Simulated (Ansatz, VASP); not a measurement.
**One calculation of CdF2, two programs**

File INCAR:

```
SYSTEM = CdF2
ALGO = Normal
EDIFF = 1E-7
ENCUT = 520
GGA = PE
ISIF = 2
ISMEAR = 0
LASPH = .True.
LCHARG = .False.
LREAL = .False.
LWAVE = .False.
NBANDS = 20
NELM = 100
PREC = Accurate
SIGMA = 0.05
```

The input KPOINTS:

```
k-points
0
Gamma
  8 8 8
  0 0 0
```

File POSCAR:

```
CdF2
1.0
    0.0000000000      2.6670600000      2.6940000000
    2.7209400000      0.0000000000      2.6940000000
    2.7209400000      2.6670600000      0.0000000000
Cd F
1 2
Direct
    0.0000000000      0.0000000000      0.0000000000
    0.2500000000      0.2500000000      0.2500000000
    0.7500000000      0.7500000000      0.7500000000
```

Input for Ansatz:

```yaml
crystal:
  lattice:
    - [0.0, 2.66706, 2.694]
    - [2.72094, 0.0, 2.694]
    - [2.72094, 2.66706, 0.0]
  atoms:
    - { symbol: Cd, position: [0.0, 0.0, 0.0] }
    - { symbol: F, position: [0.25, 0.25, 0.25] }
    - { symbol: F, position: [0.75, 0.75, 0.75] }
basis:
  ecutwfc: 420
kpoints:
  mp_grid: { grid: [8, 8, 8] }
hamiltonian:
  xc: pbe
scf:
  occupations: { method: gaussian, width: 0.05 }
output:
  forces: true
  stress: true
  eigenvalues: true
```

Change from the starting cell: strain +0.0100 x Voigt [1, -1, 0, 0, 0, 0], atoms carried along.

Alike in both runs: task single point; functional PBE; k mesh 8 × 8 × 8; occupations gaussian, width 0.05 eV; no spin polarisation.

|  | VASP | Ansatz |
| --- | --- | --- |
| version | VASP 6.6.1 | Ansatz 0.2.0 |
| potentials or method | VASP PAW PBE potentials, release 64 (Cd, F), cutoff 520 eV | scalar-relativistic, plane waves, PAW |
| valence electrons in the cell | 26 | 34 |

|  | VASP | Ansatz | Ansatz less VASP |
| --- | --- | --- | --- |
| gap on the k mesh at the Fermi level (eV) | 3.05 | 3.08 | +0.033 |
| least direct gap on the mesh (eV) | 3.54 | 3.57 | +0.031 |
| pressure (GPa) | 6.2 | 5.5 | -0.73 |
| traceless stress, the component that is largest in VASP (GPa) | 1.08 | 1.10 | +0.017 |

VASP's potentials hold 26 valence electrons a cell and Ansatz's 34, so a difference there can come from the potentials and not from the codes.
